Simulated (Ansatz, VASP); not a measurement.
## Sr3Ru: VASP beside Ansatz

```
Sr Ru
1.0
     5.05237    0.00000    0.00000
     0.00000    5.05237    0.00000
     0.00000    0.00000    5.05237
Sr Ru
3 1
Direct
  0.00000 0.50000 0.50000
  0.50000 0.00000 0.50000
  0.50000 0.50000 0.00000
  0.00000 0.00000 0.00000
```

Alike in both runs: task relaxation of cell and atoms; functional PBE; k mesh 10 × 10 × 10; occupations gaussian, width 0.1 eV; no spin polarisation.

|  | VASP | Ansatz |
| --- | --- | --- |
| version | VASP 6.6.1 | Ansatz 0.2.0 |
| potentials or method | VASP PAW PBE potentials, release 64 (Sr_sv, Ru_pv), cutoff 600 eV | scalar-relativistic, plane waves, PAW |
| valence electrons in the cell | 44 | 46 |

VASP gave:

| Quantity | Value |
| --- | --- |
| gap on the k mesh at the Fermi level, each at its own relaxed structure (eV) | none |
| relaxed volume (Å³/atom) | 32.75 |
| relaxed length of the cell vector where the two differ most in proportion (Å) | 5.079 |

Q: What did Ansatz give for the same quantities?

A: gap on the k mesh at the Fermi level, each at its own relaxed structure (eV): none; relaxed volume (Å³/atom): 32.63; relaxed length of the cell vector where the two differ most in proportion (Å): 5.072.

A gap of «none» marks a metal or a gap that the smearing closes. VASP's potentials hold 44 valence electrons a cell and Ansatz's 46, so a difference there can come from the potentials and not from the codes.
